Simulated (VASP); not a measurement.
Input of a VASP 6.6.1 run:

INCAR

```
SYSTEM = TiAl3
ALGO = Fast ; EDIFF = 1E-7
ENCUT = 520 ; GGA = PE
ISIF = 2 ; ISMEAR = 0
LASPH = .True. ; LCHARG = .False.
LREAL = .False. ; LWAVE = .False.
NBANDS = 18 ; NELM = 80
PREC = Accurate ; SIGMA = 0.15
```

KPOINTS

```
k-points
0
Gamma
  18 18 18
  0 0 0
```

POSCAR

```
TiAl3
1.0
   -1.9226734293      1.9226734293      4.3114047961
    1.9226734293     -1.9226734293      4.3114047961
    1.9226734293      1.9226734293     -4.3114047961
Ti Al
1 3
Direct
   -0.0039880696     -0.0039880696     -0.0079761391
    0.4960419134      0.4960419134     -0.0079161731
    0.7555165904      0.2555165904      0.5110331807
    0.2555165904      0.7555165904      0.5110331807
```

Potentials or basis: VASP PAW PBE potentials, release 64 (Ti_sv, Al).

Command:

```bash
$ cat potpaw_PBE.64/Ti_sv/POTCAR potpaw_PBE.64/Al/POTCAR > POTCAR
$ mpirun -np 1 vasp_std > vasp.out
```

Problem. What does it give for the band gap on the k mesh?

Solution. Zero (an odd number of electrons rules out a gap without spin polarisation).

Problem. What does it give for the largest force?

Solution. 0.184 eV/Å.

Problem. What does it give for the pressure?

Solution. 0.0 GPa.

Forces in eV/Å, atoms in the order of the input:
```
Ti   0.130  0.130  0.000
Al   0.073  0.073  0.000
Al  -0.102 -0.102  0.000
Al  -0.102 -0.102  0.000
```

Caveat: the cell differs from its parent crystal (atoms displaced along a vibrational mode).
